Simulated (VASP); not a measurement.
# SiO2 (P6_422) in VASP: notebook

SiO2 is run at these levels: r2SCAN; tasks: single point.

Program: VASP 6.6.1. These are calculated values, not measurements. Logs are shortened: lines on timing, memory, paths and dates and some standing lists are left out, and cuts for length are marked.

## 1. The cell of the first run

The structure is hexagonal, space group P6_422 (No. 181). The conventional cell has a = 5.136 Å, b = 5.136 Å, c = 5.624 Å, α = 90.00°, β = 90.00°, γ = 120.00°. Within 2.2 Å of Si (site symmetry 222) lie 4 O at 1.63 Å. O (site symmetry 2) has 2 Si at 1.63 Å within 2.2 Å.

## 2. Single point, r2SCAN (strain +0.015 along x and y, +0.015 along z)

The input, POSCAR:

```
SiO2
1.0
    5.1355729823      0.0000000000      0.0000000000
   -2.5677864911      4.4475366657      0.0000000000
    0.0000000000      0.0000000000      5.6242018660
Si O
3 6
Direct
    0.0000000000      0.5000000000      0.3333333333
    0.5000000000      0.5000000000      0.6666666667
    0.5000000000      0.0000000000      0.0000000000
    0.5834989535      0.7917494768      0.8333333333
    0.7917494768      0.5834989535      0.5000000000
    0.7917494768      0.2082505232      0.1666666667
    0.4165010465      0.2082505232      0.8333333333
    0.2082505232      0.4165010465      0.5000000000
    0.2082505232      0.7917494768      0.1666666667
```

The input, INCAR.step1:

```
  ALGO = Normal
  EDIFF = 1E-4
  ENCUT = 520
  GGA = PE
  ISMEAR = 0
  LASPH = T
  LCHARG = F
  LREAL = F
  LWAVE = T
  NBANDS = 34
  NELM = 60
  PREC = Accurate
  SIGMA = 0.05
```

The input, INCAR.step2:

```
  ALGO = Normal
  EDIFF = 1E-6
  ENCUT = 520
  ISIF = 2
  ISMEAR = 0
  ISTART = 1
  LASPH = T
  LCHARG = F
  LMIXTAU = T
  LREAL = F
  LWAVE = F
  METAGGA = R2SCAN
  NBANDS = 34
  NELM = 60
  PREC = Accurate
  SIGMA = 0.05
```

The input, KPOINTS:

```
k-points
0
Gamma
  6 6 4
```

Potentials or basis: VASP PAW PBE potentials, release 64 (Si, O).

The run is started by

```bash
$ cat potpaw_PBE.64/Si/POTCAR potpaw_PBE.64/O/POTCAR > POTCAR
$ cp INCAR.step1 INCAR
$ mpirun -np 1 vasp_std > vasp.out
$ cp INCAR.step2 INCAR
$ mpirun -np 1 vasp_std > vasp.out
```

OUTCAR:

```text
EDIFF = 1E-6
   ENCUT = 520
   ISIF = 2
   ISMEAR = 0
   ISTART = 1
   LASPH = T
   LREAL = F
   METAGGA = R2SCAN
   NELM = 60
   PREC = Accurate

 ion  position               nearest neighbor table
   1  0.000  0.500  0.333-   6 1.63   9 1.63   8 1.63   5 1.63
   2  0.500  0.500  0.667-   4 1.63   7 1.63   5 1.63   8 1.63
   3  0.500  0.000  0.000-   4 1.63   7 1.63   6 1.63   9 1.63
   4  0.583  0.792  0.833-   3 1.63   2 1.63
   5  0.792  0.583  0.500-   1 1.63   2 1.63
   6  0.792  0.208  0.167-   1 1.63   3 1.63
   7  0.417  0.208  0.833-   3 1.63   2 1.63
   8  0.208  0.417  0.500-   1 1.63   2 1.63
   9  0.208  0.792  0.167-   1 1.63   3 1.63

  LATTYP: Found a hexagonal cell.
 ALAT       =     5.1355729823
 C/A-ratio  =     1.0951459332

  Lattice vectors:

 A1 = (   5.1355729823,   0.0000000000,   0.0000000000)
 A2 = (  -2.5677864911,   4.4475366657,   0.0000000000)
 A3 = (   0.0000000000,   0.0000000000,   5.6242018660)

Analysis of symmetry for initial positions (statically):
=====================================================================
 Subroutine PRICEL returns:
 Original cell was already a primitive cell.

 Routine SETGRP: Setting up the symmetry group for a
 hexagonal supercell.

 Subroutine GETGRP returns: Found 12 space group operations
 (whereof  4 operations were pure point group operations)
 out of a pool of 24 trial point group operations.

The static configuration has the point symmetry D_2 .
 The point group associated with its full space group is D_6 .

Analysis of symmetry for dynamics (positions and initial velocities):
=====================================================================
 Subroutine PRICEL returns:
 Original cell was already a primitive cell.

 Routine SETGRP: Setting up the symmetry group for a
 hexagonal supercell.

 Subroutine GETGRP returns: Found 12 space group operations
 (whereof  4 operations were pure point group operations)
 out of a pool of 24 trial point group operations.

The dynamic configuration has the point symmetry D_2 .
 The point group associated with its full space group is D_6 .

 Subroutine INISYM returns: Found 12 space group operations
 (whereof  4 operations are pure point group operations),
 and found     1 'primitive' translations

[... 110 lines left out ...]
   ISIF   =      2    stress and relaxation
   ISYM   =      2    0-nonsym 1-usesym 2-fastsym
   POTIM  = 0.5000    time-step for ionic-motion
   TEBEG  =    0.0;   TEEND  =   0.0 temperature during run
   PSTRESS=    0.0 pullay stress
   NELECT =      48.0000    total number of electrons
   NUPDOWN=      -1.0000    fix difference up-down
   EMIN   =  10.00;   EMAX   =-10.00  energy-range for DOS
   EFERMI =   0.00;   METHOD = LEGACY
   ISMEAR =     0;   SIGMA  =   0.05  broadening in eV -4-tet -1-fermi 0-gaus
   EFERMI_NEDOS =   21; number of points for ismear=-14 and -15
   IALGO  =     38    algorithm
   IMIX   =      4    mixing-type and parameters
     AMIX     =   0.40;   BMIX     =  1.00
     AMIX_MAG =   1.60;   BMIX_MAG =  1.00
  volume/ion in A,a.u.               =      14.27        96.32
  Fermi-wavevector in a.u.,A,eV,Ry     =   1.179140  2.228252 18.917156  1.390372
  Thomas-Fermi vector in A             =   2.315456
   LORBIT       =      0    0 simple, 1 ext, 2 COOP (PROOUT), +10 PAW based schemes
   METAGGA = R2SCAN    functional components
   LHFCALC =     F    Hartree Fock is set to
   AEXX    =    0.0000 exact exchange contribution
   IVDW    =     0    specifies the selected vdW correction
   LEPSILON=     F    determine dielectric tensor
   LRPA    =     F    only Hartree local field effects (RPA)
 non-spin polarized calculation
 Gauss-broadening in eV      SIGMA  =   0.05
  energy-cutoff  :      520.00
  volume of cell :      128.46
 maximum number of plane-waves:      3492
 NGX is ok and might be reduce to    40
   NGX = 19   NGY = 19   NGZ = 21

 number of electron      47.9999985 magnetization

 Free energy of the ion-electron system (eV)
  ---------------------------------------------------
  ext. energy  EPLUGINS =         0.00000000
  ---------------------------------------------------
  free energy    TOTEN  =       -89.22763783 eV

  energy without entropy =      -89.22763783  energy(sigma->0) =      -89.22763783

 E-fermi :   0.0207     XC(G=0):  -9.0089

 val. band max:       -0.2334697804   @ k =   0.5000   0.0000   0.0000
 cond. band min:       5.8072206438   @ k =   0.0000   0.0000   0.0000
 fundamental gap:      6.0406904242
 Fermi energy:         0.0207133140

 k-point     1 :       0.0000    0.0000    0.0000
  band No.  band energies     occupation
      1     -20.4100      2.00000
      2     -19.0444      2.00000
      3     -19.0444      2.00000
      4     -18.4986      2.00000
      5     -18.4605      2.00000
      6     -18.4605      2.00000
[... 766 lines left out ...]
     33      11.8581      0.00000
     34      11.8679      0.00000

------------------------ aborting loop because EDIFF is reached ----------------------------------------

  FORCE on cell =-STRESS in cart. coord.  units (eV):
  Direction    XX          YY          ZZ          XY          YZ          ZX
  --------------------------------------------------------------------------------------
  -------------------------------------------------------------------------------------
  Total       -6.1394583     -6.1394583     -6.1474894     -0.0000000     -0.0000000      0.0000000
  in kB      -76.5722299    -76.5722299    -76.6723947     -0.0000000     -0.0000000      0.0000000
  external PRESSURE =     -76.6056182 kB  Pullay stress =       0.0000000 kB

 VOLUME and BASIS-vectors are now :
 -----------------------------------------------------------------------------
  energy-cutoff  :      520.00
  volume of cell :      128.46
      direct lattice vectors                 reciprocal lattice vectors
     5.135572982  0.000000000  0.000000000     0.194720239  0.112421783  0.000000000
    -2.567786491  4.447536666  0.000000000     0.000000000  0.224843565  0.000000000
     0.000000000  0.000000000  5.624201866     0.000000000  0.000000000  0.177803006

 POSITION                                       TOTAL-FORCE (eV/Angst)
 -----------------------------------------------------------------------------------
     -1.28389      2.22377      1.87473        -0.000000     -0.000000      0.000000
      1.28389      2.22377      3.74947        -0.000000     -0.000000     -0.000000
      2.56779      0.00000      0.00000        -0.000000     -0.000000      0.000000
      0.96356      3.52133      4.68683        -0.299556     -0.172949     -0.000000
      2.56779      2.59513      2.81210        -0.000000     -0.345898      0.000000
      3.53134      0.92620      0.93737        -0.299556      0.172949      0.000000
      1.60423      0.92620      4.68683         0.299556      0.172949     -0.000000
     -0.00000      1.85240      2.81210         0.000000      0.345898      0.000000
     -0.96356      3.52133      0.93737         0.299556     -0.172949      0.000000
 -----------------------------------------------------------------------------------
    total drift:                               -0.000000      0.000000      0.000001

  FREE ENERGIE OF THE ION-ELECTRON SYSTEM (eV)
  ---------------------------------------------------
  free  energy   TOTEN  =       -89.2276378315 eV

  energy  without entropy=      -89.2276378315  energy(sigma->0) =      -89.22763783
```

It took 3.7 min on 1 thread of Intel Xeon Platinum 8124M at 3.00GHz (Skylake/Cascade Lake), shared host; peak memory 0.3 GiB.

What came out:

```yaml
Free_energy: -89.2276 eV
Pressure: -7.7 GPa
Largest_force: 0.346 eV/Å
Band_gap_on_the_k_mesh: 6.04 eV (least direct gap 6.22 eV)
```

Forces in eV/Å, atoms in the order of the input:
```
Si   0.000  0.000  0.000
Si   0.000  0.000  0.000
Si   0.000  0.000  0.000
O   -0.300 -0.173  0.000
O    0.000 -0.346  0.000
O   -0.300  0.173  0.000
O    0.300  0.173  0.000
O    0.000  0.346  0.000
O    0.300 -0.173  0.000
```

Caveat: the cell differs from its parent crystal (strain +0.015 along x and y, +0.015 along z); the cell stands under tension; the PAW data sets were made with another functional, which shifts forces and pressure a little. A k mesh can miss the band edges.

## 3. Single point, r2SCAN (strain +0.030 along x and y, +0.000 along z)

Edit POSCAR of step 2 so:

```diff
@@ -2,5 +2,5 @@
 1.0
-    5.1355729823      0.0000000000      0.0000000000
-   -2.5677864911      4.4475366657      0.0000000000
-    0.0000000000      0.0000000000      5.6242018660
+    5.2114681495      0.0000000000      0.0000000000
+   -2.6057340747      4.5132638085      0.0000000000
+    0.0000000000      0.0000000000      5.5410855823
 Si O
```

The input, INCAR.step1:

```
SYSTEM = SiO2
PREC = Accurate
ENCUT = 520
ISMEAR = 0
SIGMA = 0.05
LREAL = .FALSE.
LASPH = .TRUE.
NELM = 100
NBANDS = 34
GGA = PE
ALGO = Normal
EDIFF = 1E-4
LWAVE = .TRUE.
LCHARG = .FALSE.
```

The input, INCAR.step2:

```
SYSTEM = SiO2
PREC = Accurate
ENCUT = 520
EDIFF = 1E-6
ISMEAR = 0
SIGMA = 0.05
LREAL = .FALSE.
LASPH = .TRUE.
NELM = 100
ALGO = Normal
ISIF = 2
LWAVE = .FALSE.
LCHARG = .TRUE.
METAGGA = R2SCAN
LMIXTAU = .TRUE.
LELF = .TRUE.
LVHAR = .TRUE.
NBANDS = 34
ISTART = 1
```

The input, KPOINTS:

```
regular mesh
0
G
  6 6 4
  0 0 0
```

Potentials or basis: VASP PAW PBE potentials, release 64 (Si, O).

The run is started by

```bash
$ cat potpaw_PBE.64/Si/POTCAR potpaw_PBE.64/O/POTCAR > POTCAR
$ cp INCAR.step1 INCAR
$ mpirun -np 1 vasp_std > vasp.out
$ cp INCAR.step2 INCAR
$ mpirun -np 1 vasp_std > vasp.out
```

OUTCAR:

```text
SYSTEM = SiO2
   PREC = Accurate
   ENCUT = 520
   EDIFF = 1E-6
   ISMEAR = 0
   LREAL = .FALSE.
   LASPH = .TRUE.
   NELM = 100
   ISIF = 2
   METAGGA = R2SCAN
   ISTART = 1

 ion  position               nearest neighbor table
   1  0.000  0.500  0.333-   5 1.64   8 1.64   6 1.64   9 1.64
   2  0.500  0.500  0.667-   4 1.64   7 1.64   5 1.64   8 1.64
   3  0.500  0.000  0.000-   4 1.64   7 1.64   6 1.64   9 1.64
   4  0.583  0.792  0.833-   3 1.64   2 1.64
   5  0.792  0.583  0.500-   1 1.64   2 1.64
   6  0.792  0.208  0.167-   1 1.64   3 1.64
   7  0.417  0.208  0.833-   3 1.64   2 1.64
   8  0.208  0.417  0.500-   1 1.64   2 1.64
   9  0.208  0.792  0.167-   1 1.64   3 1.64

  LATTYP: Found a hexagonal cell.
 ALAT       =     5.2114681495
 C/A-ratio  =     1.0632484788

  Lattice vectors:

 A1 = (   5.2114681495,   0.0000000000,   0.0000000000)
 A2 = (  -2.6057340747,   4.5132638085,   0.0000000000)
 A3 = (   0.0000000000,   0.0000000000,   5.5410855823)

Analysis of symmetry for initial positions (statically):
=====================================================================
 Subroutine PRICEL returns:
 Original cell was already a primitive cell.

 Routine SETGRP: Setting up the symmetry group for a
 hexagonal supercell.

 Subroutine GETGRP returns: Found 12 space group operations
 (whereof  4 operations were pure point group operations)
 out of a pool of 24 trial point group operations.

The static configuration has the point symmetry D_2 .
 The point group associated with its full space group is D_6 .

Analysis of symmetry for dynamics (positions and initial velocities):
=====================================================================
 Subroutine PRICEL returns:
 Original cell was already a primitive cell.

 Routine SETGRP: Setting up the symmetry group for a
 hexagonal supercell.

 Subroutine GETGRP returns: Found 12 space group operations
[... 139 lines left out ...]
   METAGGA = R2SCAN    functional components
   LHFCALC =     F    Hartree Fock is set to
   AEXX    =    0.0000 exact exchange contribution
   IVDW    =     0    specifies the selected vdW correction
   LEPSILON=     F    determine dielectric tensor
   LRPA    =     F    only Hartree local field effects (RPA)
 non-spin polarized calculation
 Gauss-broadening in eV      SIGMA  =   0.05
  energy-cutoff  :      520.00
  volume of cell :      130.33
 maximum number of plane-waves:      3537
 NGX is ok and might be reduce to    40
   NGX = 19   NGY = 19   NGZ = 21

 number of electron      48.0000012 magnetization

 Free energy of the ion-electron system (eV)
  ---------------------------------------------------
  ext. energy  EPLUGINS =         0.00000000
  ---------------------------------------------------
  free energy    TOTEN  =       -89.10874612 eV

  energy without entropy =      -89.10874612  energy(sigma->0) =      -89.10874612

 E-fermi :  -0.1229     XC(G=0):  -8.9474

 val. band max:       -0.3368294109   @ k =   0.5000   0.0000   0.0000
 cond. band min:       5.6047289087   @ k =   0.0000   0.0000   0.0000
 fundamental gap:      5.9415583195
 Fermi energy:        -0.1228820419

 k-point     1 :       0.0000    0.0000    0.0000
  band No.  band energies     occupation
      1     -20.4332      2.00000
      2     -19.0594      2.00000
      3     -19.0594      2.00000
      4     -18.5857      2.00000
      5     -18.5458      2.00000
      6     -18.5458      2.00000
[... 766 lines left out ...]
     33      11.6376      0.00000
     34      11.6611      0.00000

------------------------ aborting loop because EDIFF is reached ----------------------------------------

  FORCE on cell =-STRESS in cart. coord.  units (eV):
  Direction    XX          YY          ZZ          XY          YZ          ZX
  --------------------------------------------------------------------------------------
  -------------------------------------------------------------------------------------
  Total       -8.7282764     -8.7282764     -6.7824340     -0.0000000      0.0000000      0.0000000
  in kB     -107.2984401   -107.2984401    -83.3778115     -0.0000000      0.0000000      0.0000000
  external PRESSURE =     -99.3248972 kB  Pullay stress =       0.0000000 kB

 VOLUME and BASIS-vectors are now :
 -----------------------------------------------------------------------------
  energy-cutoff  :      520.00
  volume of cell :      130.33
      direct lattice vectors                 reciprocal lattice vectors
     5.211468149  0.000000000  0.000000000     0.191884508  0.110784572  0.000000000
    -2.605734075  4.513263808  0.000000000     0.000000000  0.221569144  0.000000000
     0.000000000  0.000000000  5.541085582     0.000000000  0.000000000  0.180470051

 POSITION                                       TOTAL-FORCE (eV/Angst)
 -----------------------------------------------------------------------------------
     -1.30287      2.25663      1.84703         0.000000      0.000000      0.000000
      1.30287      2.25663      3.69406        -0.000000      0.000000     -0.000000
      2.60573      0.00000      0.00000         0.000000      0.000000      0.000000
      0.97780      3.57337      4.61757        -0.414118     -0.239091      0.000000
      2.60573      2.63348      2.77054        -0.000000     -0.478183      0.000000
      3.58353      0.93989      0.92351        -0.414118      0.239091     -0.000000
      1.62794      0.93989      4.61757         0.414118      0.239091      0.000000
     -0.00000      1.87978      2.77054         0.000000      0.478183      0.000000
     -0.97780      3.57337      0.92351         0.414118     -0.239091     -0.000000
 -----------------------------------------------------------------------------------
    total drift:                               -0.000000      0.000000     -0.000001

  FREE ENERGIE OF THE ION-ELECTRON SYSTEM (eV)
  ---------------------------------------------------
  free  energy   TOTEN  =       -89.1087461162 eV

  energy  without entropy=      -89.1087461161  energy(sigma->0) =      -89.10874612
```

Wall time 3.8 min (1 thread of Intel Xeon Platinum 8124M at 3.00GHz (Skylake/Cascade Lake), shared host); peak memory 0.29 GiB.

What came out:

| Property | Result |
| --- | --- |
| Free energy | -89.1087 eV |
| Pressure | -9.9 GPa |
| Largest force | 0.478 eV/Å |
| Band gap on the k mesh | 5.94 eV (least direct gap 6.19 eV) |

Forces in eV/Å, atoms in the order of the input:
```
Si   0.000  0.000  0.000
Si   0.000  0.000  0.000
Si   0.000  0.000  0.000
O   -0.414 -0.239  0.000
O    0.000 -0.478  0.000
O   -0.414  0.239  0.000
O    0.414  0.239  0.000
O    0.000  0.478  0.000
O    0.414 -0.239  0.000
```

Levels at points of the mesh, in eV from the valence-band top:
| k point | band 21 | band 22 | band 23 | band 24 | band 25 | band 26 | band 27 | band 28 |
| --- | --- | --- | --- | --- | --- | --- | --- | --- |
| (0.00, 0.00, 0.00) | -0.91 | -0.42 | -0.42 | -0.25 | 5.94 | 9.43 | 9.43 | 9.72 |
| (0.50, 0.00, 0.00) | -1.08 | -0.92 | -0.30 | 0.00 | 8.00 | 8.84 | 10.02 | 10.06 |
| (0.00, 0.00, 0.50) | -1.14 | -0.24 | -0.03 | -0.03 | 7.82 | 7.82 | 9.12 | 10.48 |
| (0.50, 0.00, 0.50) | -0.87 | -0.67 | -0.62 | -0.36 | 8.70 | 9.45 | 9.72 | 9.91 |

Caveat: the cell differs from its parent crystal (strain +0.030 along x and y, +0.000 along z); the cell stands under tension; the PAW data sets were made with another functional, which shifts forces and pressure a little. A k mesh can miss the band edges.

(Continued in part 2 of 2.)
